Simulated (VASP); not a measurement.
A run of VASP 6.6.1 is set up as follows.

Contents of INCAR:

```
SYSTEM = BiTe
ALGO = Normal
EDIFF = 1E-6
ENCUT = 520
GGA = PE
ISIF = 2
ISMEAR = -1
LASPH = .TRUE.
LCHARG = .FALSE.
LREAL = .FALSE.
LWAVE = .FALSE.
NBANDS = 18
NELM = 60
PREC = Accurate
SIGMA = 0.05
```

Contents of KPOINTS:

```
k-points
0
G
  13 13 13
  0 0 0
```

Contents of POSCAR:

```
BiTe
1.0
    0.0000000000      3.2350000000      3.1703000000
    3.2350000000      0.0000000000      3.1703000000
    3.2350000000      3.2350000000      0.0000000000
Bi Te
1 1
Direct
    0.0000000000      0.0000000000      0.0000000000
    0.5000000000      0.5000000000      0.5000000000
```

Potentials or basis: VASP PAW PBE potentials, release 64 (Bi_d, Te).

The run is started by

```bash
$ cat potpaw_PBE.64/Bi_d/POTCAR potpaw_PBE.64/Te/POTCAR > POTCAR
$ mpirun -np 1 vasp_std > vasp.out
```

**Question.** Predict the pressure.

**Answer.** 1.8 GPa.

**Question.** Estimate the band gap on the k mesh.

**Answer.** Zero (an odd number of electrons rules out a gap without spin polarisation).

Stress tensor (GPa, compression positive):
```
1.20 0.00 0.00
0.00 1.20 0.00
0.00 0.00 3.01
```

Caveat: the cell differs from its parent crystal (z stretched by -2 %, then relaxed in part); spin-orbit coupling is left out, which moves the levels of the heavy elements.
